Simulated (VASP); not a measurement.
Crystal: FeSi.

```
Fe Si
1.0
     4.44805    0.00000    0.00000
     0.00000    4.44805    0.00000
     0.00000    0.00000    4.44805
Fe Si
4 4
Direct
  0.13600 0.13600 0.13600
  0.36400 0.86400 0.63600
  0.63600 0.36400 0.86400
  0.86400 0.63600 0.36400
  0.84073 0.84073 0.84073
  0.65927 0.15927 0.34073
  0.34073 0.65927 0.15927
  0.15927 0.34073 0.65927
```

| Property | Result |
| --- | --- |
| Program | VASP 6.6.1 |
| Task | relaxation of cell and atoms |
| Functional | PBEsol |
| Potentials or basis | VASP PAW PBE potentials, release 64 (Fe, Si) |
| Cutoff | 600 eV |
| k mesh | 6 × 6 × 6 |
| Occupations | fermi-dirac, width 0.02 eV |
| Spin | no spin polarisation |

At the start: pressure -6.4 GPa; volume 11.00 Å³/atom.

Question: Where does the relaxation end?

Answer: Over 8 steps the energy falls by 6.3 meV/atom and the volume is 10.69 Å³/atom (-2.8 %); space group P2_13 (No. 198, to 0.1 Å) before and after.

The path:
| step | energy change (eV) | largest force (eV/Å) | pressure (GPa) | volume (Å³) |
| --- | --- | --- | --- | --- |
| 1 | 0.0000 | 0.0293 | -6.39 | 88.01 |
| 2 | 0.0481 | 0.2855 | 10.18 | 82.54 |
| 3 | -0.0480 | 0.1137 | -0.06 | 85.68 |
| 4 | -0.0480 | 0.1161 | 0.07 | 85.64 |
| 5 | -0.0498 | 0.0568 | 0.11 | 85.57 |
| 6 | -0.0504 | 0.0074 | 0.13 | 85.51 |
| 7 | -0.0503 | 0.0036 | -0.23 | 85.62 |
| 8 | -0.0504 | 0.0045 | -0.02 | 85.55 |

Final structure:
```yaml
crystal:
  lattice:
    - [4.40623, 0.00000, 0.00000]
    - [0.00000, 4.40623, 0.00000]
    - [0.00000, 0.00000, 4.40623]
  atoms:
    - { symbol: Fe, position: [0.13727, 0.13727, 0.13727] }
    - { symbol: Fe, position: [0.36273, 0.86273, 0.63727] }
    - { symbol: Fe, position: [0.63727, 0.36273, 0.86273] }
    - { symbol: Fe, position: [0.86273, 0.63727, 0.36273] }
    - { symbol: Si, position: [0.84103, 0.84103, 0.84103] }
    - { symbol: Si, position: [0.65897, 0.15897, 0.34103] }
    - { symbol: Si, position: [0.34103, 0.65897, 0.15897] }
    - { symbol: Si, position: [0.15897, 0.34103, 0.65897] }
```

Caveat: the PAW data sets were made with another functional, which shifts forces and pressure a little.
